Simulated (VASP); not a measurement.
# Cs (Im-3m) in VASP: single point with PBEsol

Aim: the single point of Cs with PBEsol.

All numbers are computed with VASP 6.6.1; they aren't measurements. Logs are shortened: lines on timing, memory, paths and dates and some standing lists are left out, and cuts for length are marked.

## Step 1: The cell of the first run

It takes space group Im-3m (No. 229, cubic). The conventional cell has a = 5.334 Å, b = 5.334 Å, c = 5.334 Å, α = 90.00°, β = 90.00°, γ = 90.00°.

## Step 2: Single point, PBEsol (Na replaced by Cs, lengths x 1.282, strained)

INCAR

```
SYSTEM = Cs
PREC     = Accurate       ! precision mode
ENCUT    = 520            ! plane-wave cutoff, eV
EDIFF    = 1E-6           ! SCF threshold, eV
ISMEAR   = 0              ! smearing method
SIGMA    = 0.1            ! smearing width, eV
LREAL    = .False.        ! projectors in reciprocal space
LASPH    = .True.         ! aspherical terms in the spheres
NELM     = 100            ! most SCF steps
ALGO     = Normal         ! electronic algorithm
ISIF     = 2              ! what is computed and relaxed
LWAVE    = .False.        ! write WAVECAR
LCHARG   = .False.        ! write CHGCAR
GGA      = PS             ! functional
NBANDS   = 10             ! bands
```

KPOINTS

```
Automatic mesh
0
Gamma
  6 6 6
  0 0 0
```

POSCAR

```
Cs
1.0
   -2.6670870733      2.6670870733      2.6670870733
    2.6670870733     -2.6670870733      2.6670870733
    2.6670870733      2.6670870733     -2.6670870733
Cs
1
Direct
    0.0000000000      0.0000000000      0.0000000000
```

Potentials or basis: VASP PAW PBE potentials, release 64 (Cs_sv).

Launch:

```bash
cat potpaw_PBE.64/Cs_sv/POTCAR > POTCAR
mpirun -np 1 vasp_std > vasp.out
```

OUTCAR:

```text
SYSTEM = Cs
   PREC = Accurate
   ENCUT = 520
   EDIFF = 1E-6
   ISMEAR = 0
   LREAL = .False.
   LASPH = .True.
   NELM = 100
   ISIF = 2
   GGA = PS

 ion  position               nearest neighbor table
   1  0.000  0.000  0.000-

  LATTYP: Found a body centered cubic cell.
 ALAT       =     5.3341741466

  Lattice vectors:

 A1 = (  -2.6670870733,   2.6670870733,   2.6670870733)
 A2 = (   2.6670870733,  -2.6670870733,   2.6670870733)
 A3 = (   2.6670870733,   2.6670870733,  -2.6670870733)

Analysis of symmetry for initial positions (statically):
=====================================================================
 Subroutine PRICEL returns:
 Original cell was already a primitive cell.

 Routine SETGRP: Setting up the symmetry group for a
 body centered cubic supercell.

 Subroutine GETGRP returns: Found 48 space group operations
 (whereof 48 operations were pure point group operations)
 out of a pool of 48 trial point group operations.

The static configuration has the point symmetry O_h .

Analysis of symmetry for dynamics (positions and initial velocities):
=====================================================================
 Subroutine PRICEL returns:
 Original cell was already a primitive cell.

 Routine SETGRP: Setting up the symmetry group for a
 body centered cubic supercell.

 Subroutine GETGRP returns: Found 48 space group operations
 (whereof 48 operations were pure point group operations)
 out of a pool of 48 trial point group operations.

The dynamic configuration has the point symmetry O_h .

 Subroutine INISYM returns: Found 48 space group operations
 (whereof 48 operations are pure point group operations),
 and found     1 'primitive' translations

----------------------------------------------------------------------------------------

                                     Primitive cell

  volume of cell :      75.8877

  direct lattice vectors                    reciprocal lattice vectors
    -2.667087073  2.667087073  2.667087073     0.000000000  0.187470445  0.187470445
     2.667087073 -2.667087073  2.667087073     0.187470445  0.000000000  0.187470445
     2.667087073  2.667087073 -2.667087073     0.187470445  0.187470445  0.000000000

  length of vectors
     4.619530319  4.619530319  4.619530319     0.265123246  0.265123246  0.265123246

  position of ions in fractional coordinates (direct lattice)
     0.000000000  0.000000000  0.000000000

  ion indices of the primitive-cell ions
   primitive index   ion index
                 1           1

----------------------------------------------------------------------------------------

 KPOINTS: Automatic mesh

Automatic generation of k-mesh.
 Grid dimensions read from file:
 generate k-points for:    6    6    6

 Generating k-lattice:

  Cartesian coordinates                     Fractional coordinates (reciprocal lattice)
     0.000000000  0.031245074  0.031245074     0.166666667  0.000000000  0.000000000
     0.031245074  0.000000000  0.031245074     0.000000000  0.166666667  0.000000000
     0.031245074  0.031245074  0.000000000     0.000000000  0.000000000  0.166666667

  Length of vectors
     0.044187208  0.044187208  0.044187208

  Shift w.r.t. Gamma in fractional coordinates (k-lattice)
     0.000000000  0.000000000  0.000000000

 Subroutine IBZKPT returns following result:
 ===========================================

 Found     16 irreducible k-points:

 Following reciprocal coordinates:
            Coordinates               Weight
  0.000000  0.000000  0.000000      1.000000
  0.166667  0.000000  0.000000     12.000000
  0.333333  0.000000  0.000000     12.000000
  0.500000  0.000000  0.000000      6.000000
  0.166667  0.166667  0.000000     24.000000
  0.333333  0.166667  0.000000     48.000000
[... 8 lines left out ...]
  0.500000  0.500000  0.333333     12.000000
  0.500000  0.500000  0.500000      1.000000
   k-points           NKPTS =     16   k-points in BZ     NKDIM =     16   number of bands    NBANDS=     10
   number of dos      NEDOS =    301   number of ions     NIONS =      1
   total plane-waves  NPLWV =  46656
   dimension x,y,z NGX =    36 NGY =   36 NGZ =   36
   dimension x,y,z NGXF=    72 NGYF=   72 NGZF=   72
   ions per type =               1
   NGX,Y,Z   is equivalent  to a cutoff of  12.96, 12.96, 12.96 a.u.
   NGXF,Y,Z  is equivalent  to a cutoff of  25.91, 25.91, 25.91 a.u.
 SYSTEM =  Cs
   PREC   = accura    normal or accurate (medium, high low for compatibility)
   ISTART =      0    job   : 0-new  1-cont  2-samecut
   ICHARG =      2    charge: 1-file 2-atom 10-const
   ISPIN  =      1    spin polarized calculation?
   LNONCOLLINEAR =      F non collinear calculations
   LSORBIT =      F    spin-orbit coupling
   LASPH  =      T    aspherical Exc in radial PAW
   ENCUT  =  520.0 eV  38.22 Ry    6.18 a.u.   8.59  8.59  8.59*2*pi/ulx,y,z
   NELM   =    100;   NELMIN=  2; NELMDL= -5     # of ELM steps
   EDIFF  = 0.1E-05   stopping-criterion for ELM
   LREAL  =      F    real-space projection
   EDIFFG = 0.1E-04   stopping-criterion for IOM
   NSW    =      0    number of steps for IOM
   IBRION =     -1    ionic relax: 0-MD 1-quasi-New 2-CG
   NFREE  =      0    steps in history (QN), initial steepest desc. (CG)
   ISIF   =      2    stress and relaxation
   ISYM   =      2    0-nonsym 1-usesym 2-fastsym
   POTIM  = 0.5000    time-step for ionic-motion
   TEBEG  =    0.0;   TEEND  =   0.0 temperature during run
   PSTRESS=    0.0 pullay stress
   NELECT =       9.0000    total number of electrons
   NUPDOWN=      -1.0000    fix difference up-down
   EMIN   =  10.00;   EMAX   =-10.00  energy-range for DOS
   EFERMI =   0.00;   METHOD = LEGACY
   ISMEAR =     0;   SIGMA  =   0.10  broadening in eV -4-tet -1-fermi 0-gaus
   EFERMI_NEDOS =   21; number of points for ismear=-14 and -15
   IALGO  =     38    algorithm
   IMIX   =      4    mixing-type and parameters
     AMIX     =   0.40;   BMIX     =  1.00
     AMIX_MAG =   1.60;   BMIX_MAG =  1.00
  volume/ion in A,a.u.               =      75.89       512.12
  Fermi-wavevector in a.u.,A,eV,Ry     =   0.804325  1.519955  8.802145  0.646939
  Thomas-Fermi vector in A             =   1.912361
   LORBIT       =      0    0 simple, 1 ext, 2 COOP (PROOUT), +10 PAW based schemes
   GGA     = PS    functional components
   LHFCALC =     F    Hartree Fock is set to
   AEXX    =    0.0000 exact exchange contribution
   IVDW    =     0    specifies the selected vdW correction
   LEPSILON=     F    determine dielectric tensor
   LRPA    =     F    only Hartree local field effects (RPA)
 non-spin polarized calculation
 Gauss-broadening in eV      SIGMA  =   0.10
  energy-cutoff  :      520.00
  volume of cell :       75.89
 maximum number of plane-waves:      2093
 NGX is ok and might be reduce to    36
   NGX = 17   NGY = 17   NGZ = 17

 number of electron       9.0000001 magnetization

 Free energy of the ion-electron system (eV)
  ---------------------------------------------------
  ext. energy  EPLUGINS =         0.00000000
  ---------------------------------------------------
  free energy    TOTEN  =        -0.83032974 eV

  energy without entropy =       -0.81646597  energy(sigma->0) =       -0.82339786

 E-fermi :   1.6359     XC(G=0):  -6.6896

 val. band max:        1.3900248040   @ k =   0.5000   0.0000   0.0000
 cond. band min:       1.6439817651   @ k =   0.3333   0.1667   0.0000
 fundamental gap:      0.2539569612
 Fermi energy:         1.6359089318

 k-point     1 :       0.0000    0.0000    0.0000
  band No.  band energies     occupation
      1     -22.0746      2.00000
      2      -8.6461      2.00000
      3      -8.6461      2.00000
      4      -8.6461      2.00000
      5      -0.4695      2.00000
      6       4.3359      0.00000
      7       4.3359      0.00000
      8       4.3359      0.00000
      9       5.5844      0.00000
     10       5.5844      0.00000

 k-point     2 :       0.1667    0.0000    0.0000
  band No.  band energies     occupation
      1     -22.0636      2.00000
      2      -8.7867      2.00000
      3      -8.6872      2.00000
      4      -8.6475      2.00000
      5      -0.0025      2.00000
      6       3.8882      0.00000
      7       3.9212      0.00000
      8       4.8268      0.00000
      9       5.2480      0.00000
     10       5.5184      0.00000

 k-point     3 :       0.3333    0.0000    0.0000
  band No.  band energies     occupation
      1     -22.0415      2.00000
      2      -9.0451      2.00000
      3      -8.7672      2.00000
      4      -8.6506      2.00000
      5       0.9800      2.00000
      6       3.1463      0.00000
      7       3.3501      0.00000
      8       5.5865      0.00000
      9       5.7261      0.00000
     10       6.2139      0.00000

 k-point     4 :       0.5000    0.0000    0.0000
  band No.  band energies     occupation
      1     -22.0304      2.00000
      2      -9.1649      2.00000
      3      -8.8061      2.00000
      4      -8.6522      2.00000
      5       1.3900      1.99949
      6       3.1291      0.00000
      7       3.2022      0.00000
      8       5.5791      0.00000
      9       6.2939      0.00000
     10       6.8760      0.00000
[... 118 lines left out ...]
 k-point    14 :      -0.3333    0.3333    0.3333
  band No.  band energies     occupation
      1     -22.0152      2.00000
      2      -8.9894      2.00000
      3      -8.9054      2.00000
      4      -8.9054      2.00000
      5       1.9145      0.00008
      6       2.3221      0.00000
      7       4.6177      0.00000
      8       4.6177      0.00000
      9       5.1309      0.00000
     10       6.1483      0.00000

 k-point    15 :       0.5000    0.5000    0.3333
  band No.  band energies     occupation
      1     -22.0063      2.00000
      2      -9.0390      2.00000
      3      -8.9496      2.00000
      4      -8.9145      2.00000
      5       2.0032      0.00000
      6       2.0752      0.00000
      7       4.4632      0.00000
      8       4.8215      0.00000
      9       6.1189      0.00000
     10       7.4105      0.00000

 k-point    16 :       0.5000    0.5000    0.5000
  band No.  band energies     occupation
      1     -21.9983      2.00000
      2      -8.9954      2.00000
      3      -8.9954      2.00000
      4      -8.9954      2.00000
      5       1.7807      0.04065
      6       1.7807      0.04065
      7       5.9589      0.00000
      8       5.9589      0.00000
      9       5.9589      0.00000
     10       7.2881      0.00000

------------------------ aborting loop because EDIFF is reached ----------------------------------------

  FORCE on cell =-STRESS in cart. coord.  units (eV):
  Direction    XX          YY          ZZ          XY          YZ          ZX
  --------------------------------------------------------------------------------------
  -------------------------------------------------------------------------------------
  Total        0.6095003      0.6095003      0.6095003     -0.0000000      0.0000000      0.0000000
  in kB       12.8680554     12.8680554     12.8680554     -0.0000000      0.0000000      0.0000000
  external PRESSURE =      12.8680554 kB  Pullay stress =       0.0000000 kB

 VOLUME and BASIS-vectors are now :
 -----------------------------------------------------------------------------
  energy-cutoff  :      520.00
  volume of cell :       75.89
      direct lattice vectors                 reciprocal lattice vectors
    -2.667087073  2.667087073  2.667087073     0.000000000  0.187470445  0.187470445
     2.667087073 -2.667087073  2.667087073     0.187470445  0.000000000  0.187470445
     2.667087073  2.667087073 -2.667087073     0.187470445  0.187470445  0.000000000

 POSITION                                       TOTAL-FORCE (eV/Angst)
 -----------------------------------------------------------------------------------
      0.00000      0.00000      0.00000         0.000000      0.000000     -0.000000
 -----------------------------------------------------------------------------------
    total drift:                               -0.000000      0.000000      0.000000

  FREE ENERGIE OF THE ION-ELECTRON SYSTEM (eV)
  ---------------------------------------------------
  free  energy   TOTEN  =        -0.8303297423 eV

  energy  without entropy=       -0.8164659732  energy(sigma->0) =       -0.82339786
```

It took 22 s on 1 thread of AMD EPYC 7R43 (Zen 3), shared host; peak memory 0.16 GiB.

Results:

* Free energy: -0.8303 eV
* Pressure: 1.3 GPa

Levels at points of the mesh, in eV from the Fermi level:
```tsv
k point	band 1	band 2	band 3	band 4	band 5	band 6	band 7	band 8
(0.00, 0.00, 0.00)	-23.71	-10.28	-10.28	-10.28	-2.11	2.70	2.70	2.70
(0.50, 0.00, 0.00)	-23.67	-10.80	-10.44	-10.29	-0.25	1.49	1.57	3.94
(0.50, 0.50, 0.50)	-23.63	-10.63	-10.63	-10.63	0.14	0.14	4.32	4.32
```

Caveat: the cell differs from its parent crystal (Na replaced by Cs, lengths x 1.282, strained); the PAW data sets were made with another functional, which shifts forces and pressure a little; spin-orbit coupling is left out, which moves the levels of the heavy elements.
